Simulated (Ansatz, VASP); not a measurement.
## Ir in VASP and in Ansatz

File INCAR:

```
PREC     = Accurate       # precision mode
ENCUT    = 520            # plane-wave cutoff, eV
EDIFF    = 1E-7           # SCF threshold, eV
ISMEAR   = 0              # smearing method
SIGMA    = 0.15           # smearing width, eV
LREAL    = F              # projectors in reciprocal space
LASPH    = T              # aspherical terms in the spheres
NELM     = 60             # most SCF steps
ALGO     = Fast           # electronic algorithm
ISIF     = 2              # what is computed and relaxed
LWAVE    = F              # write WAVECAR
LCHARG   = T              # write CHGCAR
GGA      = PS             # functional
LELF     = T              # ELF
LVHAR    = T            
NBANDS   = 16             # bands
```

The input KPOINTS:

```
Automatic mesh
0
Gamma
  18 18 12
```

POSCAR

```
Ir
1.0
    2.7513778946      0.0000000000      0.0000000000
   -1.3756889473      2.3827631521      0.0000000000
    0.0000000000      0.0000000000      4.4622900000
Ir
2
Direct
    0.4086840673      0.1444769631      0.7500000000
    0.3333333333      0.6666666667      0.2500000000
```

Input for Ansatz:

```yaml
crystal:
  lattice:
    - [2.7513778946, 0.0, 0.0]
    - [-1.3756889473, 2.3827631521, 0.0]
    - [0.0, 0.0, 4.46229]
  atoms:
    - { symbol: Ir, position: [0.4086840673, 0.1444769631, 0.75] }
    - { symbol: Ir, position: [0.3333333333, 0.6666666667, 0.25] }
basis:
  ecutwfc: 420
kpoints:
  mp_grid: { grid: [18, 18, 12] }
hamiltonian:
  xc: pbesol
scf:
  occupations: { method: gaussian, width: 0.15 }
output:
  forces: true
  stress: true
  eigenvalues: true
  write_density: true
  write_potential: true
  elf: true
  volumetric_format: npy
```

Alike in both runs: task single point; functional PBEsol; k mesh 18 × 18 × 12; occupations gaussian, width 0.15 eV; no spin polarisation.

```csv
,VASP,Ansatz
version,VASP 6.6.1,Ansatz 0.2.0
potentials or method,"VASP PAW PBE potentials, release 64 (Ir), cutoff 520 eV","scalar-relativistic, plane waves, PAW"
valence electrons in the cell,18,34
```

|  | VASP | Ansatz | Ansatz less VASP |
| --- | --- | --- | --- |
| gap on the k mesh at the Fermi level (eV) | none | none | - |
| pressure (GPa) | -1.5 | -2.3 | -0.76 |
| traceless stress, the component that is largest in VASP (GPa) | 22.50 | 22.47 | -0.034 |
| rms of the force components (eV/Å) | 0.734 | 0.733 | -0.0012 |

VASP's potentials were made for PBE, not for PBEsol. Atom by atom the forces differ by 0.004 eV/Å (rms over components). A gap of «none» marks a metal or a gap that the smearing closes. VASP's potentials hold 18 valence electrons a cell and Ansatz's 34, so a difference there can come from the potentials and not from the codes.

Spin-orbit coupling is off throughout.
